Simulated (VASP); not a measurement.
Write the native input for VASP 6.6.1 that does the following.

```yaml
Task: single point
Functional: PBEsol
Potentials_or_basis: VASP PAW PBE potentials, release 64 (Cd_sv_GW, S)
Cutoff: 540 eV
k_mesh: 9 × 9 × 4
Occupations: gaussian, width 0.01 eV
Spin: no spin polarisation
Dipole_correction: no
Second_run: valence_matched
Further_INCAR_settings: ALGO = Normal; EDIFF = 1e-06; NBANDS = 34
```

The structure of CdS (x) lies in POSCAR:

```
CdS
1.0
    4.1370000000      0.0000000000      0.0000000000
   -2.0685000000      3.5827470955      0.0000000000
    0.0000000000      0.0000000000      6.7160000000
Cd S
2 2
Direct
    0.3333333333      0.6666666667     -0.0184664712
    0.6666666667      0.3333333333      0.4815335288
    0.3333333333      0.6666666667      0.3954664712
    0.6666666667      0.3333333333      0.8954664712
```

One way to write it, as run:

INCAR

```
SYSTEM = CdS
PREC = Accurate
ENCUT = 540
EDIFF = 1E-6
ISMEAR = 0
SIGMA = 0.01
LREAL = .False.
LASPH = .True.
NELM = 120
ALGO = Normal
ISIF = 2
LWAVE = .False.
LCHARG = .True.
GGA = PS
LELF = .True.
LVHAR = .True.
NBANDS = 34
GGA_COMPAT = .False.
```

KPOINTS

```
regular mesh
0
Gamma
  9 9 4
  0 0 0
```

Potentials or basis: VASP PAW PBE potentials, release 64 (Cd_sv_GW, S).

Run with:

```sh
$ cat potpaw_PBE.64/Cd_sv_GW/POTCAR potpaw_PBE.64/S/POTCAR > POTCAR
$ mpirun -np 1 vasp_std > vasp.out
```

Results of the run:

```json
{"Pressure": "-0.3 GPa", "Largest force": "0.625 eV/Å", "Band gap on the k mesh": "1.19 eV, direct"}
```

Caveat: the PAW data sets were made with another functional, which shifts forces and pressure a little.

Run time: 2 min on 1 thread of Intel(R) Xeon(R) Platinum 8488C (Sapphire Rapids) (shared host), peak memory 0.3 GiB.
